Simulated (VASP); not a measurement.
# SiC (Fm-3m) in VASP: notebook

Runs on SiC. Level: PBE. Tasks: single point.

Program: VASP 6.6.1. These are calculated values, not measurements. Logs are shortened: lines on timing, memory, paths and dates and some standing lists are left out, and cuts for length are marked.

### 1 The cell of the first run

Symmetry: Fm-3m, No. 225, cubic system. The conventional cell has a = 4.053 Å, b = 4.053 Å, c = 4.053 Å, α = 90.00°, β = 90.00°, γ = 90.00°. Si (site symmetry m-3m) has 6 C at 2.03 Å within 2.7 Å. C (site symmetry m-3m) has 6 Si at 2.03 Å within 2.7 Å.

### 2 Single point, PBE

The input, INCAR:

```
SYSTEM = SiC
ALGO     = Normal         ! electronic algorithm
EDIFF    = 1E-7           ! SCF threshold, eV
ENCUT    = 520            ! plane-wave cutoff, eV
GGA      = PE             ! functional
ISIF     = 2              ! what is computed and relaxed
ISMEAR   = 0              ! smearing method
LASPH    = .TRUE.         ! aspherical terms in the spheres
LCHARG   = .FALSE.        ! write CHGCAR
LREAL    = .FALSE.        ! projectors in reciprocal space
LWAVE    = .FALSE.        ! write WAVECAR
NBANDS   = 11             ! bands
NELM     = 60             ! most SCF steps
PREC     = Accurate       ! precision mode
SIGMA    = 0.1            ! smearing width, eV
```

The input, KPOINTS:

```
k-points
0
G
  6 6 6
  0 0 0
```

The input, POSCAR:

```
SiC
1.0
    1.4327647500      0.8272071141      2.3397470593
   -1.4327647500      0.8272071141      2.3397470593
    0.0000000000     -1.6544142282      2.3397470593
Si C
1 1
Direct
    0.0000000000      0.0000000000      0.0000000000
    0.5000000000      0.5000000000      0.5000000000
```

Potentials or basis: VASP PAW PBE potentials, release 64 (Si, C).

The run is started by

```sh
$ cat potpaw_PBE.64/Si/POTCAR potpaw_PBE.64/C/POTCAR > POTCAR
$ mpirun -np 1 vasp_std > vasp.out
```

OUTCAR:

```text
SYSTEM = SiC
   EDIFF = 1E-7
   ENCUT = 520
   GGA = PE
   ISIF = 2
   ISMEAR = 0
   LASPH = .TRUE.
   LREAL = .FALSE.
   NELM = 60
   PREC = Accurate

 ion  position               nearest neighbor table
   1  0.000  0.000  0.000-   2 2.03   2 2.03   2 2.03   2 2.03   2 2.03   2 2.03
   2  0.500  0.500  0.500-   1 2.03   1 2.03   1 2.03   1 2.03   1 2.03   1 2.03

  LATTYP: Found a trigonal (rhomboedric) cell.
 ALAT       =     2.8655719743
 COS(alpha) =     0.5000148222

  Lattice vectors:

 A1 = (   1.4327647500,   0.8272071141,   2.3397470593)
 A2 = (  -1.4327647500,   0.8272071141,   2.3397470593)
 A3 = (   0.0000000000,  -1.6544142282,   2.3397470593)

Analysis of symmetry for initial positions (statically):
=====================================================================
 Subroutine PRICEL returns:
 Original cell was already a primitive cell.

 Routine SETGRP: Setting up the symmetry group for a
 trigonal (rhombohedral) supercell.

 Subroutine GETGRP returns: Found 12 space group operations
 (whereof 12 operations were pure point group operations)
 out of a pool of 12 trial point group operations.

The static configuration has the point symmetry D_3d.

Analysis of symmetry for dynamics (positions and initial velocities):
=====================================================================
 Subroutine PRICEL returns:
 Original cell was already a primitive cell.

 Routine SETGRP: Setting up the symmetry group for a
 trigonal (rhombohedral) supercell.

 Subroutine GETGRP returns: Found 12 space group operations
 (whereof 12 operations were pure point group operations)
 out of a pool of 12 trial point group operations.

The dynamic configuration has the point symmetry D_3d.

 Subroutine INISYM returns: Found 12 space group operations
 (whereof 12 operations are pure point group operations),
 and found     1 'primitive' translations

----------------------------------------------------------------------------------------

                                     Primitive cell

  volume of cell :      16.6383

  direct lattice vectors                    reciprocal lattice vectors
     1.432764750  0.827207114  2.339747059     0.348975643  0.201481181  0.142465542
    -1.432764750  0.827207114  2.339747059    -0.348975643  0.201481181  0.142465542
     0.000000000 -1.654414228  2.339747059     0.000000000 -0.402962363  0.142465542

  length of vectors
     2.865571974  2.865571974  2.865571974     0.427405073  0.427405073  0.427405073

  position of ions in fractional coordinates (direct lattice)
     0.000000000  0.000000000  0.000000000
     0.500000000  0.500000000  0.500000000

  ion indices of the primitive-cell ions
   primitive index   ion index
                 1           1
                 2           2

----------------------------------------------------------------------------------------

 KPOINTS: k-points

Automatic generation of k-mesh.
 Grid dimensions read from file:
 generate k-points for:    6    6    6

 Generating k-lattice:

  Cartesian coordinates                     Fractional coordinates (reciprocal lattice)
     0.058162607  0.033580197  0.023744257     0.166666667 -0.000000000  0.000000000
    -0.058162607  0.033580197  0.023744257    -0.000000000  0.166666667  0.000000000
     0.000000000 -0.067160394  0.023744257     0.000000000  0.000000000  0.166666667

  Length of vectors
     0.071234179  0.071234179  0.071234179

  Shift w.r.t. Gamma in fractional coordinates (k-lattice)
     0.000000000  0.000000000  0.000000000

 Subroutine IBZKPT returns following result:
 ===========================================

 Found     32 irreducible k-points:

 Following reciprocal coordinates:
            Coordinates               Weight
  0.000000  0.000000  0.000000      1.000000
  0.166667  0.000000 -0.000000      6.000000
  0.166667  0.166667  0.166667      2.000000
  0.333333  0.000000 -0.000000      6.000000
  0.333333  0.333333  0.333333      2.000000
  0.500000  0.000000  0.000000      3.000000
[... 16 lines left out ...]
  0.500000  0.166667  0.500000      6.000000
 -0.333333  0.333333  0.000000      6.000000
 [... further k-points ...]
   k-points           NKPTS =     32   k-points in BZ     NKDIM =     32   number of bands    NBANDS=     11
   number of dos      NEDOS =    301   number of ions     NIONS =      2
   total plane-waves  NPLWV =  13824
   dimension x,y,z NGX =    24 NGY =   24 NGZ =   24
   dimension x,y,z NGXF=    48 NGYF=   48 NGZF=   48
   ions per type =               1   1
   NGX,Y,Z   is equivalent  to a cutoff of  13.92, 13.92, 13.92 a.u.
   NGXF,Y,Z  is equivalent  to a cutoff of  27.85, 27.85, 27.85 a.u.
 SYSTEM =  SiC
   PREC   = accura    normal or accurate (medium, high low for compatibility)
   ISTART =      0    job   : 0-new  1-cont  2-samecut
   ICHARG =      2    charge: 1-file 2-atom 10-const
   ISPIN  =      1    spin polarized calculation?
   LNONCOLLINEAR =      F non collinear calculations
   LSORBIT =      F    spin-orbit coupling
   LASPH  =      T    aspherical Exc in radial PAW
   ENCUT  =  520.0 eV  38.22 Ry    6.18 a.u.   5.33  5.33  5.33*2*pi/ulx,y,z
   NELM   =     60;   NELMIN=  2; NELMDL= -5     # of ELM steps
   EDIFF  = 0.1E-06   stopping-criterion for ELM
   LREAL  =      F    real-space projection
   EDIFFG = 0.1E-05   stopping-criterion for IOM
   NSW    =      0    number of steps for IOM
   IBRION =     -1    ionic relax: 0-MD 1-quasi-New 2-CG
   NFREE  =      0    steps in history (QN), initial steepest desc. (CG)
   ISIF   =      2    stress and relaxation
   ISYM   =      2    0-nonsym 1-usesym 2-fastsym
   POTIM  = 0.5000    time-step for ionic-motion
   TEBEG  =    0.0;   TEEND  =   0.0 temperature during run
   PSTRESS=    0.0 pullay stress
   NELECT =       8.0000    total number of electrons
   NUPDOWN=      -1.0000    fix difference up-down
   EMIN   =  10.00;   EMAX   =-10.00  energy-range for DOS
   EFERMI =   0.00;   METHOD = LEGACY
   ISMEAR =     0;   SIGMA  =   0.10  broadening in eV -4-tet -1-fermi 0-gaus
   EFERMI_NEDOS =   21; number of points for ismear=-14 and -15
   IALGO  =     38    algorithm
   IMIX   =      4    mixing-type and parameters
     AMIX     =   0.40;   BMIX     =  1.00
     AMIX_MAG =   1.60;   BMIX_MAG =  1.00
  volume/ion in A,a.u.               =       8.32        56.14
  Fermi-wavevector in a.u.,A,eV,Ry     =   1.282533  2.423635 22.380083  1.644890
  Thomas-Fermi vector in A             =   2.414838
   LORBIT       =      0    0 simple, 1 ext, 2 COOP (PROOUT), +10 PAW based schemes
   GGA     = PE    functional components
   LHFCALC =     F    Hartree Fock is set to
   AEXX    =    0.0000 exact exchange contribution
   IVDW    =     0    specifies the selected vdW correction
   LEPSILON=     F    determine dielectric tensor
   LRPA    =     F    only Hartree local field effects (RPA)
 non-spin polarized calculation
 Gauss-broadening in eV      SIGMA  =   0.10
  energy-cutoff  :      520.00
  volume of cell :       16.64
 maximum number of plane-waves:       464
 NGX is ok and might be reduce to    24
   NGX = 11   NGY = 11   NGZ = 11

 number of electron       8.0000000 magnetization

 Free energy of the ion-electron system (eV)
  ---------------------------------------------------
  ext. energy  EPLUGINS =         0.00000000
  ---------------------------------------------------
  free energy    TOTEN  =       -13.54327636 eV

  energy without entropy =      -13.54136133  energy(sigma->0) =      -13.54231885

 E-fermi :  12.3528     XC(G=0): -12.6814

 val. band max:       12.2550437299   @ k =   0.1667   0.1667   0.3333
 cond. band min:      12.3832035394   @ k =   0.0000   0.0000   0.0000
 fundamental gap:      0.1281598095
 Fermi energy:        12.3528466481

 k-point     1 :       0.0000    0.0000    0.0000
  band No.  band energies     occupation
      1      -6.0690      2.00000
      2      12.3832      0.66770
      3      12.3837      0.66299
      4      12.3837      0.66299
      5      19.8004      0.00000
      6      21.2984      0.00000
      7      21.2990      0.00000
      8      21.2990      0.00000
      9      25.0313      0.00000
     10      25.0313      0.00000
     11      25.0313      0.00000

 k-point     2 :       0.1667    0.0000   -0.0000
  band No.  band energies     occupation
      1      -5.3963      2.00000
      2       9.3643      2.00000
      3      12.0288      2.00000
      4      12.0292      2.00000
      5      19.5444      0.00000
      6      21.0602      0.00000
      7      21.0603      0.00000
      8      22.0451      0.00000
      9      23.2349      0.00000
     10      23.2356      0.00000
     11      24.4602      0.00000

 k-point     3 :       0.1667    0.1667    0.1667
  band No.  band energies     occupation
      1      -5.3963      2.00000
      2       9.3639      2.00000
      3      12.0292      2.00000
      4      12.0292      2.00000
      5      19.5448      0.00000
      6      21.0605      0.00000
      7      21.0605      0.00000
      8      22.0447      0.00000
      9      23.2353      0.00000
     10      23.2353      0.00000
     11      24.4604      0.00000

 k-point     4 :       0.3333    0.0000   -0.0000
  band No.  band energies     occupation
      1      -3.4174      2.00000
      2       4.4585      2.00000
      3      11.5219      2.00000
      4      11.5222      2.00000
      5      18.5372      0.00000
      6      18.5374      0.00000
      7      18.5399      0.00000
      8      22.5048      0.00000
      9      25.5640      0.00000
     10      26.8585      0.00000
     11      26.8592      0.00000

 k-point     5 :       0.3333    0.3333    0.3333
  band No.  band energies     occupation
      1      -3.4175      2.00000
      2       4.4581      2.00000
      3      11.5223      2.00000
      4      11.5223      2.00000
      5      18.5377      0.00000
      6      18.5377      0.00000
      7      18.5404      0.00000
      8      22.5051      0.00000
      9      25.5638      0.00000
     10      26.8588      0.00000
     11      26.8588      0.00000
[... 211 lines left out ...]
 k-point    21 :       0.5000    0.3333   -0.0000
  band No.  band energies     occupation
      1      -0.3201      2.00000
      2       4.2627      2.00000
      3       6.0468      2.00000
      4       8.6337      2.00000
      5      13.0875      0.00000
      6      17.6495      0.00000
      7      24.1121      0.00000
      8      25.3304      0.00000
      9      27.0590      0.00000
     10      32.7673      0.00000
     11      32.7739      0.00000

 k-point    22 :       0.3333    0.3333   -0.1667
  band No.  band energies     occupation
      1      -0.3200      2.00000
      2       4.2626      2.00000
      3       6.0466      2.00000
      4       8.6341      2.00000
      5      13.0878      0.00000
      6      17.6490      0.00000
      7      24.1121      0.00000
      8      25.3301      0.00000
      9      27.0592      0.00000
     10      32.7672      0.00000
     11      32.7741      0.00000

 k-point    23 :       0.5000    0.1667    0.5000
  band No.  band energies     occupation
      1      -0.3201      2.00000
      2       4.2626      2.00000
      3       6.0466      2.00000
      4       8.6341      2.00000
      5      13.0879      0.00000
      6      17.6492      0.00000
      7      24.1123      0.00000
      8      25.3307      0.00000
      9      27.0588      0.00000
     10      32.7675      0.00000
     11      32.7739      0.00000

 k-point    24 :      -0.3333    0.3333    0.0000
  band No.  band energies     occupation
      1       0.4380      2.00000
      2       3.5882      2.00000
      3       4.2841      2.00000
      4       9.5213      2.00000
      5      14.3495      0.00000
      6      21.4451      0.00000
      7      22.1823      0.00000
      8      24.6276      0.00000
      9      25.8182      0.00000
     10      28.9495      0.00000
     11      30.6353      0.00000

 [... further k-points ...]
[... 5 lines left out ...]
  --------------------------------------------------------------------------------------
  -------------------------------------------------------------------------------------
  Total        0.0157397      0.0157397      0.0145745      0.0000000      0.0000000      0.0000000
  in kB        1.5156476      1.5156476      1.4034407      0.0000000      0.0000000      0.0000000
  external PRESSURE =       1.4782453 kB  Pullay stress =       0.0000000 kB

 VOLUME and BASIS-vectors are now :
 -----------------------------------------------------------------------------
  energy-cutoff  :      520.00
  volume of cell :       16.64
      direct lattice vectors                 reciprocal lattice vectors
     1.432764750  0.827207114  2.339747059     0.348975643  0.201481181  0.142465542
    -1.432764750  0.827207114  2.339747059    -0.348975643  0.201481181  0.142465542
     0.000000000 -1.654414228  2.339747059     0.000000000 -0.402962363  0.142465542

 POSITION                                       TOTAL-FORCE (eV/Angst)
 -----------------------------------------------------------------------------------
      0.00000      0.00000      0.00000         0.000000     -0.000000     -0.000000
      0.00000      0.00000      3.50962        -0.000000      0.000000      0.000000
 -----------------------------------------------------------------------------------
    total drift:                               -0.000000      0.000000     -0.000000

  FREE ENERGIE OF THE ION-ELECTRON SYSTEM (eV)
  ---------------------------------------------------
  free  energy   TOTEN  =       -13.5432763642 eV

  energy  without entropy=      -13.5413613276  energy(sigma->0) =      -13.54231885
```

Run time: 3.5 s. Hardware: 1 thread of Intel Xeon 6975P-C (Granite Rapids), shared host; peak memory 0.13 GiB.

What came out:

| Item | Value |
| --- | --- |
| Free energy | -13.5433 eV |
| Pressure | 0.1 GPa |
| Band gap on the k mesh | zero (band 4 reaches 12.38 eV, above the bottom of band 5 at 11.40 eV) |

Levels at points of the mesh, in eV from the Fermi level:
| k point | band 1 | band 2 | band 3 | band 4 | band 5 | band 6 | band 7 | band 8 | band 9 |
| --- | --- | --- | --- | --- | --- | --- | --- | --- | --- |
| (0.00, 0.00, 0.00) | -18.42 | 0.03 | 0.03 | 0.03 | 7.45 | 8.95 | 8.95 | 8.95 | 12.68 |
| (0.50, 0.00, 0.00) | -13.25 | -11.51 | -1.01 | -1.01 | 5.24 | 5.24 | 5.91 | 9.57 | 14.82 |
| (0.50, 0.50, 0.50) | -13.25 | -11.51 | -1.01 | -1.01 | 5.24 | 5.24 | 5.91 | 9.57 | 14.82 |
| (0.50, 0.50, 0.00) | -11.49 | -9.77 | -4.28 | -4.27 | -0.95 | 2.55 | 14.81 | 14.81 | 15.09 |

Caveat: the k points lie up to 0.45 Å⁻¹ apart.

### 3 Single point, PBE, collinear spin, ferromagnetic start

The input, INCAR:

```
PREC = Accurate ; ENCUT = 520
EDIFF = 1E-6 ; ISMEAR = 0
SIGMA = 0.1 ; LREAL = F
LASPH = T ; NELM = 150
ALGO = Normal ; ISIF = 2
LWAVE = F ; LCHARG = F
ISPIN = 2 ; MAGMOM = 0 1
LORBIT = 11 ; GGA = PE
NBANDS = 15
```

The input, KPOINTS:

```
Automatic mesh
0
Gamma
  8 8 8
```

The input, POSCAR:

```
SiC
1.0
    0.0000000000      2.0262503581      2.0262503581
    2.0262503581      0.0000000000      2.0262503581
    2.0262503581      2.0262503581      0.0000000000
Si C
1 1
Direct
    0.0000000000      0.0000000000      0.0000000000
    0.5000000000      0.5000000000      0.5000000000
```

Potentials or basis: VASP PAW PBE potentials, release 64 (Si, C).

The run is started by

```sh
$ cat potpaw_PBE.64/Si/POTCAR potpaw_PBE.64/C/POTCAR > POTCAR
$ mpirun -np 1 vasp_std > vasp.out
```

OUTCAR:

```text
PREC = Accurate
   ENCUT = 520
   EDIFF = 1E-6
   ISMEAR = 0
   LREAL = F
   LASPH = T
   NELM = 150
   ISIF = 2
   ISPIN = 2
   LORBIT = 11
   GGA = PE

 ion  position               nearest neighbor table
   1  0.000  0.000  0.000-   2 2.03   2 2.03   2 2.03   2 2.03   2 2.03   2 2.03
   2  0.500  0.500  0.500-   1 2.03   1 2.03   1 2.03   1 2.03   1 2.03   1 2.03

  LATTYP: Found a face centered cubic cell.
 ALAT       =     4.0525007162

  Lattice vectors:

 A1 = (   0.0000000000,   2.0262503581,   2.0262503581)
[... 1081 lines left out ...]
  external PRESSURE =      11.3876882 kB  Pullay stress =       0.0000000 kB

 VOLUME and BASIS-vectors are now :
 -----------------------------------------------------------------------------
  energy-cutoff  :      520.00
  volume of cell :       16.64
      direct lattice vectors                 reciprocal lattice vectors
     0.000000000  2.026250358  2.026250358    -0.246761215  0.246761215  0.246761215
     2.026250358  0.000000000  2.026250358     0.246761215 -0.246761215  0.246761215
     2.026250358  2.026250358  0.000000000     0.246761215  0.246761215 -0.246761215

 POSITION                                       TOTAL-FORCE (eV/Angst)
 -----------------------------------------------------------------------------------
      0.00000      0.00000      0.00000        -0.000000     -0.000000      0.000000
      2.02625      2.02625      2.02625         0.000000      0.000000     -0.000000
 -----------------------------------------------------------------------------------
    total drift:                               -0.000000     -0.000000      0.000000

  FREE ENERGIE OF THE ION-ELECTRON SYSTEM (eV)
  ---------------------------------------------------
  free  energy   TOTEN  =       -13.5720825413 eV

  energy  without entropy=      -13.5705344081  energy(sigma->0) =      -13.57130847

 total charge

# of ion       s       p       d       tot
------------------------------------------
    1        0.657   0.836   0.000   1.493
    2        0.841   1.690   0.000   2.532
--------------------------------------------------
tot          1.498   2.526   0.000   4.025

 magnetization (x)

# of ion       s       p       d       tot
------------------------------------------
    1       -0.000  -0.000   0.000  -0.000
    2        0.000   0.000   0.000   0.000
--------------------------------------------------
tot          0.000   0.000   0.000   0.000
```

stdout:

```text
POSCAR found type information on POSCAR SiC
 POSCAR found :  2 types and       2 ions
 scaLAPACK will be used
 LDA part: xc-table for (Slater+PW92), standard interpolation
 POSCAR, INCAR and KPOINTS ok, starting setup
 FFT: planning ... GRIDC
 FFT: planning ... GRID_SOFT
 FFT: planning ... GRID
 WAVECAR not read
 entering main loop
```

It took 10 s on 1 thread of Intel Xeon 6975P-C (Granite Rapids), shared host; peak memory 0.14 GiB.

What came out:

```yaml
Free_energy: -13.5721 eV
Pressure: 1.1 GPa
Band_gap_on_the_k_mesh: zero (filled and empty bands overlap)
Net_moment: 0.00 μB per cell
Valence_electrons_inside_the_program's_atomic_spheres: Si 1.49; C 2.53
```

(Continued in part 2 of 2.)
